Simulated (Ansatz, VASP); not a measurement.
# One calculation of Na, two programs

File INCAR:

```
SYSTEM = Na
PREC = Accurate
ENCUT = 520
EDIFF = 1E-8
ISMEAR = -1
SIGMA = 0.05
LREAL = .FALSE.
LASPH = .TRUE.
NELM = 80
ALGO = Normal
ISIF = 2
LWAVE = .FALSE.
LCHARG = .FALSE.
GGA = PS
LEFG = .TRUE.
NBANDS = 10
```

File KPOINTS:

```
Automatic mesh
0
G
  12 12 12
  0 0 0
```

POSCAR

```
Na
1.0
   -2.0539750000      2.1175000000      2.1175000000
    2.1175000000     -2.0539750000      2.1175000000
    2.1175000000      2.1175000000     -2.0539750000
Na
1
Direct
    0.0000000000      0.0000000000      0.0000000000
```

Input for Ansatz:

```yaml
crystal:
  lattice:
    - [-2.053975, 2.1175, 2.1175]
    - [2.1175, -2.053975, 2.1175]
    - [2.1175, 2.1175, -2.053975]
  atoms:
    - { symbol: Na, position: [0.0, 0.0, 0.0] }
kpoints:
  mp_grid: { grid: [12, 12, 12] }
scf:
  occupations: { method: fermi_dirac, width: 0.05 }
hamiltonian:
  xc: pbesol
  pseudopotentials: { kind: paw }
output:
  forces: true
  stress: true
  eigenvalues: true
  efg: { contact_densities: true }
  write_density: true
  write_potential: true
  elf: true
  volumetric_format: npy
```

Change from the starting cell: equal xy, yz and zx shear strains of +3 %, PAW files.

Alike in both runs: task electric field gradients; functional PBEsol; k mesh 12 × 12 × 12; occupations fermi-dirac, width 0.05 eV; no spin polarisation.

|  | VASP | Ansatz |
| --- | --- | --- |
| version | VASP 6.6.1 | Ansatz 0.2.0 |
| potentials or method | VASP PAW PBE potentials, release 64 (Na_pv) | PAW with Ansatz's default frozen-core files, scalar-relativistic |
| plane-wave cutoff (eV) | 520 | 420 |
| valence electrons in the cell | 7 | 9 |

```tsv
	VASP	Ansatz	Ansatz less VASP
pressure (GPa)	-0.3	-0.3	0.00
traceless stress, the component that is largest in VASP (GPa)	-0.14	-0.14	+0.002
size of Vzz on the site where it differs most (V/Å²)	0.5	0.5	-0.03
```

VASP's potentials were made for PBE, not for PBEsol. With one functional, cell and mesh, what is left measures potentials, basis and numerics. VASP's potentials hold 7 valence electrons a cell and Ansatz's 9, so a difference there can come from the potentials and not from the codes.
